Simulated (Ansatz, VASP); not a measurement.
# ZnInGaO4: VASP beside Ansatz

```
Zn In Ga O
1.0
     1.66776    0.96288    8.65174
    -1.66776    0.96288    8.65174
     0.00000   -1.92576    8.65174
Zn In Ga O
1 1 1 4
Direct
  0.21880 0.21880 0.21880
  0.00301 0.00301 0.00301
  0.78711 0.78711 0.78711
  0.29513 0.29513 0.29513
  0.71127 0.71127 0.71127
  0.12103 0.12103 0.12103
  0.86365 0.86365 0.86365
```

Alike in both runs: functional PBE; dispersion D3(BJ); k mesh 9 × 9 × 9; occupations gaussian, width 0.02 eV; no spin polarisation.

Ansatz relaxed the structure, and its values are those at the end. VASP's run is a single point on that final structure, the one shown.

```csv
,VASP,Ansatz
version,VASP 6.6.1,Ansatz 0.2.0
potentials or method,"VASP PAW PBE potentials, release 64 (Zn, In_d, Ga_d, O), cutoff 520 eV","scalar-relativistic, plane waves, PAW"
valence electrons in the cell,62,62
```

|  | VASP | Ansatz | Ansatz less VASP |
| --- | --- | --- | --- |
| gap on the k mesh at the Fermi level (eV) | 1.17 | 1.18 | +0.017 |
| least direct gap on the mesh (eV) | 1.17 | 1.18 | +0.017 |
| pressure (GPa) | 0.7 | 0.0 | -0.70 |
| rms of the force components (eV/Å) | 0.005 | 0.000 | -0.0043 |
